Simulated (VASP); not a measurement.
# Al3Co2Ni (P4/mmm) in VASP: relaxation of cell and atoms with PBE

Aim: the relaxation of cell and atoms of Al3Co2Ni with PBE.

All numbers are computed with VASP 6.6.1; they aren't measurements. Logs are shortened: lines on timing, memory, paths and dates and some standing lists are left out, and cuts for length are marked.

### Step 1. The cell of the first run

Symmetry: P4/mmm, No. 123, tetragonal system. Conventional cell: a = 2.843 Å, b = 2.843 Å, c = 8.744 Å, α = 90.00°, β = 90.00°, γ = 90.00°. Al (site symmetry 4mm) has 4 Co at 2.47 Å and 4 Ni at 2.50 Å and 6 Al at 2.84 to 2.97 Å within 3.3 Å. Within 3.3 Å of Al (site symmetry 4/mmm) lie 8 Co at 2.48 Å and 6 Al at 2.84 to 2.89 Å. Within 3.3 Å of Co (site symmetry 4mm) lie 8 Al at 2.47 to 2.48 Å and 5 Co at 2.84 to 2.90 Å and 1 Ni at 2.92 Å. Within 3.3 Å of Ni (site symmetry 4/mmm) lie 8 Al at 2.50 Å and 4 Ni at 2.84 Å and 2 Co at 2.92 Å.

### Step 2. Relaxation of cell and atoms, PBE

The input, INCAR:

```
SYSTEM = Al3Co2Ni
PREC = Accurate ; ENCUT = 600
EDIFF = 1E-7 ; ISMEAR = -1
SIGMA = 0.15 ; LREAL = .FALSE.
LASPH = .TRUE. ; NELM = 60
ALGO = Fast ; ISIF = 3
LWAVE = .FALSE. ; LCHARG = .FALSE.
GGA = PE ; IBRION = 2
NSW = 80 ; EDIFFG = -0.001
```

The input, KPOINTS:

```
Automatic mesh
0
G
  14 14 4
  0 0 0
```

The input, POSCAR:

```
Al3Co2Ni
1.0
    2.8434379307      0.0000000000      0.0000000000
    0.0000000000      2.8434379307      0.0000000000
    0.0000000000      0.0000000000      8.7440011645
Al Co Ni
3 2 1
Direct
    0.0000000000      0.0000000000      0.3300859670
    0.0000000000      0.0000000000      0.6699140330
    0.0000000000      0.0000000000      0.0000000000
    0.5000000000      0.5000000000      0.8340892017
    0.5000000000      0.5000000000      0.1659107983
    0.5000000000      0.5000000000      0.5000000000
```

Potentials or basis: VASP PAW PBE potentials, release 64 (Al, Co, Ni).

Command:

```bash
> cat potpaw_PBE.64/Al/POTCAR potpaw_PBE.64/Co/POTCAR potpaw_PBE.64/Ni/POTCAR > POTCAR
> mpirun -np 1 vasp_std > vasp.out
```

OUTCAR:

```text
SYSTEM = Al3Co2Ni
   PREC = Accurate
   ENCUT = 600
   EDIFF = 1E-7
   ISMEAR = -1
   LREAL = .FALSE.
   LASPH = .TRUE.
   NELM = 60
   ISIF = 3
   GGA = PE
   IBRION = 2
   NSW = 80
   EDIFFG = -0.001

 ion  position               nearest neighbor table
   1  0.000  0.000  0.330-   5 2.47   5 2.47   5 2.47   5 2.47   6 2.50   6 2.50   6 2.50   6 2.50
                             3 2.89   2 2.97
   2  0.000  0.000  0.670-   4 2.47   4 2.47   4 2.47   4 2.47   6 2.50   6 2.50   6 2.50   6 2.50
                             3 2.89   1 2.97
   3  0.000  0.000  0.000-   4 2.48   5 2.48   4 2.48   5 2.48   4 2.48   5 2.48   4 2.48   5 2.48
                             1 2.89   2 2.89
   4  0.500  0.500  0.834-   2 2.47   2 2.47   2 2.47   2 2.47   3 2.48   3 2.48   3 2.48   3 2.48
                             5 2.90   6 2.92
   5  0.500  0.500  0.166-   1 2.47   1 2.47   1 2.47   1 2.47   3 2.48   3 2.48   3 2.48   3 2.48
                             4 2.90   6 2.92
   6  0.500  0.500  0.500-   1 2.50   2 2.50   1 2.50   2 2.50   1 2.50   2 2.50   1 2.50   2 2.50
                             4 2.92   5 2.92

  LATTYP: Found a simple tetragonal cell.
 ALAT       =     2.8434379307
 C/A-ratio  =     3.0751510592

  Lattice vectors:

 A1 = (   2.8434379307,   0.0000000000,   0.0000000000)
 A2 = (   0.0000000000,   2.8434379307,   0.0000000000)
 A3 = (   0.0000000000,   0.0000000000,   8.7440011645)

Analysis of symmetry for initial positions (statically):
=====================================================================
 Subroutine PRICEL returns:
 Original cell was already a primitive cell.

 Routine SETGRP: Setting up the symmetry group for a
 simple tetragonal supercell.

 Subroutine GETGRP returns: Found 16 space group operations
 (whereof 16 operations were pure point group operations)
 out of a pool of 16 trial point group operations.

The static configuration has the point symmetry D_4h.

Analysis of symmetry for dynamics (positions and initial velocities):
=====================================================================
 Subroutine PRICEL returns:
 Original cell was already a primitive cell.

 Routine SETGRP: Setting up the symmetry group for a
 simple tetragonal supercell.

 Subroutine GETGRP returns: Found 16 space group operations
 (whereof 16 operations were pure point group operations)
 out of a pool of 16 trial point group operations.

The dynamic configuration has the point symmetry D_4h.

 Subroutine INISYM returns: Found 16 space group operations
 (whereof 16 operations are pure point group operations),
 and found     1 'primitive' translations

----------------------------------------------------------------------------------------

                                     Primitive cell

  volume of cell :      70.6965

  direct lattice vectors                    reciprocal lattice vectors
     2.843437931  0.000000000  0.000000000     0.351686945  0.000000000  0.000000000
     0.000000000  2.843437931  0.000000000     0.000000000  0.351686945  0.000000000
     0.000000000  0.000000000  8.744001165     0.000000000  0.000000000  0.114364120

  length of vectors
     2.843437931  2.843437931  8.744001165     0.351686945  0.351686945  0.114364120

  position of ions in fractional coordinates (direct lattice)
     0.000000000  0.000000000  0.330085967
     0.000000000  0.000000000  0.669914033
     0.000000000  0.000000000  0.000000000
     0.500000000  0.500000000  0.834089202
     0.500000000  0.500000000  0.165910798
     0.500000000  0.500000000  0.500000000

  ion indices of the primitive-cell ions
   primitive index   ion index
                 1           1
                 2           2
                 3           3
                 4           4
                 5           5
                 6           6

----------------------------------------------------------------------------------------

 KPOINTS: Automatic mesh

Automatic generation of k-mesh.
 Grid dimensions read from file:
 generate k-points for:   14   14    4

 Generating k-lattice:

  Cartesian coordinates                     Fractional coordinates (reciprocal lattice)
     0.025120496  0.000000000  0.000000000     0.071428571  0.000000000  0.000000000
     0.000000000  0.025120496  0.000000000     0.000000000  0.071428571  0.000000000
     0.000000000  0.000000000  0.028591030     0.000000000  0.000000000  0.250000000

  Length of vectors
     0.025120496  0.025120496  0.028591030

  Shift w.r.t. Gamma in fractional coordinates (k-lattice)
     0.000000000  0.000000000  0.000000000

 Subroutine IBZKPT returns following result:
 ===========================================

 Found    108 irreducible k-points:

 Following reciprocal coordinates:
            Coordinates               Weight
  0.000000  0.000000  0.000000      1.000000
  0.071429  0.000000  0.000000      4.000000
  0.142857  0.000000  0.000000      4.000000
  0.214286  0.000000  0.000000      4.000000
  0.285714  0.000000  0.000000      4.000000
  0.357143  0.000000  0.000000      4.000000
[... 16 lines left out ...]
  0.285714  0.214286  0.000000      8.000000
  0.357143  0.214286  0.000000      8.000000
 [... further k-points ...]
   k-points           NKPTS =    108   k-points in BZ     NKDIM =    108   number of bands    NBANDS=     22
   number of dos      NEDOS =    301   number of ions     NIONS =      6
   total plane-waves  NPLWV =  40320
   dimension x,y,z NGX =    24 NGY =   24 NGZ =   70
   dimension x,y,z NGXF=    48 NGYF=   48 NGZF=  140
   ions per type =               3   2   1
   NGX,Y,Z   is equivalent  to a cutoff of  14.03, 14.03, 13.31 a.u.
   NGXF,Y,Z  is equivalent  to a cutoff of  28.06, 28.06, 26.62 a.u.
 SYSTEM =  Al3Co2Ni
   PREC   = accura    normal or accurate (medium, high low for compatibility)
   ISTART =      0    job   : 0-new  1-cont  2-samecut
   ICHARG =      2    charge: 1-file 2-atom 10-const
   ISPIN  =      1    spin polarized calculation?
   LNONCOLLINEAR =      F non collinear calculations
   LSORBIT =      F    spin-orbit coupling
   LASPH  =      T    aspherical Exc in radial PAW
   ENCUT  =  600.0 eV  44.10 Ry    6.64 a.u.   5.68  5.68 17.46*2*pi/ulx,y,z
   NELM   =     60;   NELMIN=  2; NELMDL= -5     # of ELM steps
   EDIFF  = 0.1E-06   stopping-criterion for ELM
   LREAL  =      F    real-space projection
   EDIFFG = -.1E-02   stopping-criterion for IOM
   NSW    =     80    number of steps for IOM
   IBRION =      2    ionic relax: 0-MD 1-quasi-New 2-CG
   NFREE  =      1    steps in history (QN), initial steepest desc. (CG)
   ISIF   =      3    stress and relaxation
   ISYM   =      2    0-nonsym 1-usesym 2-fastsym
   POTIM  = 0.5000    time-step for ionic-motion
   TEBEG  =    0.0;   TEEND  =   0.0 temperature during run
   PSTRESS=    0.0 pullay stress
   NELECT =      37.0000    total number of electrons
   NUPDOWN=      -1.0000    fix difference up-down
   EMIN   =  10.00;   EMAX   =-10.00  energy-range for DOS
   EFERMI =   0.00;   METHOD = LEGACY
   ISMEAR =    -1;   SIGMA  =   0.15  broadening in eV -4-tet -1-fermi 0-gaus
   EFERMI_NEDOS =   21; number of points for ismear=-14 and -15
   IALGO  =     68    algorithm
   IMIX   =      4    mixing-type and parameters
     AMIX     =   0.40;   BMIX     =  1.00
     AMIX_MAG =   1.60;   BMIX_MAG =  1.00
  volume/ion in A,a.u.               =      11.78        79.51
  Fermi-wavevector in a.u.,A,eV,Ry     =   1.319298  2.493111 23.681575  1.740547
  Thomas-Fermi vector in A             =   2.449206
   LORBIT       =      0    0 simple, 1 ext, 2 COOP (PROOUT), +10 PAW based schemes
   GGA     = PE    functional components
   LHFCALC =     F    Hartree Fock is set to
   AEXX    =    0.0000 exact exchange contribution
   IVDW    =     0    specifies the selected vdW correction
   LEPSILON=     F    determine dielectric tensor
   LRPA    =     F    only Hartree local field effects (RPA)
 conjugate gradient relaxation of ions
 non-spin polarized calculation
 RMM-DIIS sequential band-by-band and
  energy-cutoff  :      600.00
  volume of cell :       70.70
 maximum number of plane-waves:      2396
 NGX is ok and might be reduce to    24
   NGX = 11   NGY = 11   NGZ = 35

--------------------------------------- Ionic step        1  -------------------------------------------

 number of electron      36.9999989 magnetization

 Free energy of the ion-electron system (eV)
  ---------------------------------------------------
  ext. energy  EPLUGINS =         0.00000000
  ---------------------------------------------------
  free energy    TOTEN  =       -34.57144842 eV

  energy without entropy =      -34.32744860  energy(sigma->0) =      -34.44944851

------------------------ aborting loop because EDIFF is reached ----------------------------------------

  FORCE on cell =-STRESS in cart. coord.  units (eV):
  Direction    XX          YY          ZZ          XY          YZ          ZX
  --------------------------------------------------------------------------------------
  -------------------------------------------------------------------------------------
  Total        0.3233173      0.3233173     -0.2917716      0.0000000      0.0000000     -0.0000000
  in kB        7.3272634      7.3272634     -6.6123506      0.0000000      0.0000000     -0.0000000
  external PRESSURE =       2.6807254 kB  Pullay stress =       0.0000000 kB
[... 101 lines left out ...]
  FREE ENERGIE OF THE ION-ELECTRON SYSTEM (eV)
  ---------------------------------------------------
  free  energy   TOTEN  =       -34.5741700417 eV

  energy  without entropy=      -34.3244847536  energy(sigma->0) =      -34.44932740

[... ionic steps 4 to 14 ...]

--------------------------------------- Ionic step       15  -------------------------------------------

 number of electron      36.9999999 magnetization

------------------------ aborting loop because EDIFF is reached ----------------------------------------

  FORCE on cell =-STRESS in cart. coord.  units (eV):
  Direction    XX          YY          ZZ          XY          YZ          ZX
  --------------------------------------------------------------------------------------
  -------------------------------------------------------------------------------------
  Total       -0.0133693     -0.0133693     -0.0113933      0.0000000      0.0000000      0.0000000
  in kB       -0.3025255     -0.3025255     -0.2578116      0.0000000      0.0000000      0.0000000
  external PRESSURE =      -0.2876209 kB  Pullay stress =       0.0000000 kB
[... 65 lines left out ...]
  energy  without entropy=      -34.3254243802  energy(sigma->0) =      -34.45083499

--------------------------------------- Ionic step       17  -------------------------------------------

 number of electron      36.9999999 magnetization

 Free energy of the ion-electron system (eV)
  ---------------------------------------------------
  ext. energy  EPLUGINS =         0.00000000
  ---------------------------------------------------
  free energy    TOTEN  =       -34.57624694 eV

  energy without entropy =      -34.32543395  energy(sigma->0) =      -34.45084045

 E-fermi :  10.2474     XC(G=0): -12.1516

 val. band max:       10.2462396515   @ k =   0.5000   0.0000   0.2500
 cond. band min:      10.2481977981   @ k =   0.0714   0.0714   0.2500
 fundamental gap:      0.0019581465
 Fermi energy:        10.2474473901

 k-point     1 :       0.0000    0.0000    0.0000
  band No.  band energies     occupation
      1      -0.7644      2.00000
      2       1.2438      2.00000
      3       1.2494      2.00000
      4       5.9968      2.00000
      5       6.0355      2.00000
      6       7.1242      2.00000
[... 574 lines left out ...]
      6       6.9385      2.00000
[... 14 lines left out ...]
     21      11.5329      0.00038
     22      13.2234      0.00000

 [... further k-points ...]

------------------------ aborting loop because EDIFF is reached ----------------------------------------

  FORCE on cell =-STRESS in cart. coord.  units (eV):
  Direction    XX          YY          ZZ          XY          YZ          ZX
  --------------------------------------------------------------------------------------
  -------------------------------------------------------------------------------------
  Total       -0.0044045     -0.0044045     -0.0036802      0.0000000     -0.0000000      0.0000000
  in kB       -0.0996772     -0.0996772     -0.0832866      0.0000000     -0.0000000      0.0000000
  external PRESSURE =      -0.0942137 kB  Pullay stress =       0.0000000 kB
[... 21 lines left out ...]
  FREE ENERGIE OF THE ION-ELECTRON SYSTEM (eV)
  ---------------------------------------------------
  free  energy   TOTEN  =       -34.5762469429 eV

  energy  without entropy=      -34.3254339549  energy(sigma->0) =      -34.45084045

 reached required accuracy - stopping structural energy minimisation
```

It took 50 min on 1 thread of Oxide Virtual Turin-like, shared host; peak memory 0.34 GiB.

What came out:

| Property | Result |
| --- | --- |
| Free energy | -34.5762 eV |
| Relaxed volume | 11.80 Å³/atom |
| Relaxed cell | a = 2.866 Å, b = 2.866 Å, c = 8.622 Å, α = 90.00°, β = 90.00°, γ = 90.00° |
| Space group after relaxing (to 0.1 Å) | P4/mmm (No. 123) |
| Energy gained by relaxing | 0.8 meV/atom |
| Ionic steps | 17 |
| Pressure after relaxing | 0.0 GPa |
| Band gap on the k mesh | zero (an odd number of electrons rules out a gap without spin polarisation) |

The path:
```tsv
step	energy change (eV)	largest force (eV/Å)	pressure (GPa)	volume (Å³)
1	0.0000	0.0538	0.27	70.70
2	-0.0020	0.0149	-0.24	70.90
3	-0.0027	0.0196	-0.67	71.08
4	-0.0039	0.0404	-0.18	70.90
5	-0.0043	0.0548	0.10	70.78
6	-0.0043	0.0581	0.19	70.75
7	-0.0046	0.0426	0.08	70.78
8	-0.0047	0.0217	-0.03	70.82
9	-0.0048	0.0129	-0.01	70.80
10	-0.0048	0.0078	0.02	70.79
11	-0.0048	0.0086	0.13	70.76
12	-0.0048	0.0082	0.07	70.77
13	-0.0048	0.0025	-0.07	70.82
14	-0.0048	0.0045	0.01	70.80
15	-0.0048	0.0023	-0.03	70.80
16	-0.0048	0.0036	-0.01	70.80
17	-0.0048	0.0002	-0.01	70.80
```

Final structure:
```
Al Co Ni
1.0
     2.86553    0.00000    0.00000
     0.00000    2.86553    0.00000
     0.00000    0.00000    8.62188
Al Co Ni
3 2 1
Direct
  0.00000 0.00000 0.33004
  0.00000 0.00000 0.66996
  0.00000 0.00000 0.00000
  0.50000 0.50000 0.83346
  0.50000 0.50000 0.16654
  0.50000 0.50000 0.50000
```

Caveat: the run has no spin polarisation, though such a crystal can be magnetic. Spin polarisation is off, so any magnetic state and its effect on volume and gap are missing.
